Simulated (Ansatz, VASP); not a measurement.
CuI: VASP beside Ansatz

INCAR

```
SYSTEM = CuI
PREC = Accurate
ENCUT = 520
EDIFF = 1E-7
ISMEAR = -1
SIGMA = 0.02
LREAL = .FALSE.
LASPH = .TRUE.
NELM = 100
ALGO = Normal
ISIF = 2
LWAVE = .FALSE.
LCHARG = .FALSE.
GGA = PE
NBANDS = 16
```

File KPOINTS:

```
regular mesh
0
G
  6 6 6
  0 0 0
```

File POSCAR:

```
CuI
1.0
    3.6856028144      0.0000000000      0.0000000000
    0.0000000000      3.6856028144      0.0000000000
    0.0000000000      0.0000000000      3.6856028144
Cu I
1 1
Direct
    0.0000000000      0.0000000000      0.0000000000
    0.5000000000      0.5000000000      0.5000000000
```

Input for Ansatz:

```yaml
crystal:
  lattice:
    - [3.6856028144, 0.0, 0.0]
    - [0.0, 3.6856028144, 0.0]
    - [0.0, 0.0, 3.6856028144]
  atoms:
    - { symbol: Cu, position: [0.0, 0.0, 0.0] }
    - { symbol: I, position: [0.5, 0.5, 0.5] }
kpoints:
  mp_grid: { grid: [6, 6, 6] }
hamiltonian:
  xc: pbe
scf:
  occupations: { method: fermi_dirac, width: 0.02 }
  n_extra_bands: 4
output:
  forces: true
  stress: true
  eigenvalues: true
```

Alike in both runs: task single point; functional PBE; k mesh 6 × 6 × 6; occupations fermi-dirac, width 0.02 eV; no spin polarisation.

```csv
,VASP,Ansatz
version,VASP 6.6.1,Ansatz 0.2.0
potentials or method,"VASP PAW PBE potentials, release 64 (Cu, I)","plane waves, PAW"
plane-wave cutoff (eV),520,420
valence electrons in the cell,18,36
```

```tsv
	VASP	Ansatz	Ansatz less VASP
pressure (GPa)	-1.1	-1.1	+0.01
```

The functional is the same, so the differences come from potentials, cutoffs and numerics. VASP's potentials hold 18 valence electrons a cell and Ansatz's 36, so a difference there can come from the potentials and not from the codes.

Neither program's run includes spin-orbit coupling.
